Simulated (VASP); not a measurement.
Here is a VASP 6.6.1 calculation.

INCAR

```
SYSTEM = Y2F
PREC     = Accurate       ! precision mode
ENCUT    = 520            ! plane-wave cutoff, eV
EDIFF    = 1E-6           ! SCF threshold, eV
ISMEAR   = 0              ! smearing method
SIGMA    = 0.1            ! smearing width, eV
LREAL    = .FALSE.        ! projectors in reciprocal space
LASPH    = .TRUE.         ! aspherical terms in the spheres
NELM     = 80             ! most SCF steps
ALGO     = Normal         ! electronic algorithm
ISIF     = 2              ! what is computed and relaxed
LWAVE    = .FALSE.        ! write WAVECAR
LCHARG   = .FALSE.        ! write CHGCAR
GGA      = PE             ! functional
NBANDS   = 38             ! bands
```

KPOINTS

```
regular mesh
0
G
  6 6 6
  0 0 0
```

The input POSCAR:

```
Y2F
1.0
    5.3085384818      0.0000000000      0.0000000000
    0.0000000000      5.3085384818      0.0000000000
    0.0000000000      0.0000000000      5.3085384818
Y F
4 2
Direct
    0.7500000000      0.2500000000      0.2500000000
    0.7500000000      0.7500000000      0.7500000000
    0.2500000000      0.7500000000      0.2500000000
    0.2500000000      0.2500000000      0.7500000000
    0.0000000000      0.0000000000      0.0000000000
    0.5000000000      0.5000000000      0.5000000000
```

Potentials or basis: VASP PAW PBE potentials, release 64 (Y_sv, F).

The run is started by

```bash
$ cat potpaw_PBE.64/Y_sv/POTCAR potpaw_PBE.64/F/POTCAR > POTCAR
$ mpirun -np 1 vasp_std > vasp.out
```

(1) Predict the pressure.

(2) Estimate the band gap on the k mesh.

Answers

(1) -0.1 GPa.

(2) zero (band 29 reaches 4.06 eV, above the bottom of band 30 at 2.60 eV).
